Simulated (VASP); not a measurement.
Write the native input for VASP 6.6.1 that does the following.

- Task: single point
- Functional: LDA
- Potentials or basis: VASP PAW LDA potentials, release 64 (C)
- Cutoff: 600 eV
- k mesh: 10 × 10 × 10
- Occupations: gaussian, width 0.1 eV
- Spin: no spin polarisation
- Dipole correction: no
- Further INCAR settings: ALGO = Normal; EDIFF = 1e-06; NBANDS = 11

The structure of C lies in POSCAR:

```
C
1.0
    0.0000000000      1.7657957126      1.7657957126
    1.7657957126      0.0000000000      1.7657957126
    1.7657957126      1.7657957126      0.0000000000
C
2
Direct
    0.0000000000      0.0000000000      0.0000000000
    0.2500000000      0.2500000000      0.2500000000
```

The input as run:

INCAR

```
SYSTEM = C
ALGO = Normal ; EDIFF = 1E-6
ENCUT = 600 ; GGA_COMPAT = .False.
ISIF = 2 ; ISMEAR = 0
LASPH = .True. ; LCHARG = .True.
LELF = .True. ; LREAL = .False.
LVHAR = .True. ; LWAVE = .False.
NBANDS = 11 ; NELM = 120
PREC = Accurate ; SIGMA = 0.1
```

KPOINTS

```
k-points
0
Gamma
  10 10 10
  0 0 0
```

Potentials or basis: VASP PAW LDA potentials, release 64 (C).

Run with:

```sh
$ cat potpaw_LDA.64/C/POTCAR > POTCAR
$ mpirun -np 1 vasp_std > vasp.out
```

It gave:

The pressure is 0.9 GPa and the band gap on the k mesh is 4.20 eV, indirect (least direct gap 5.63 eV).

It took 9.9 s on 1 thread of Intel Xeon 8259CL, on a shared host, peak memory 0.12 GiB.
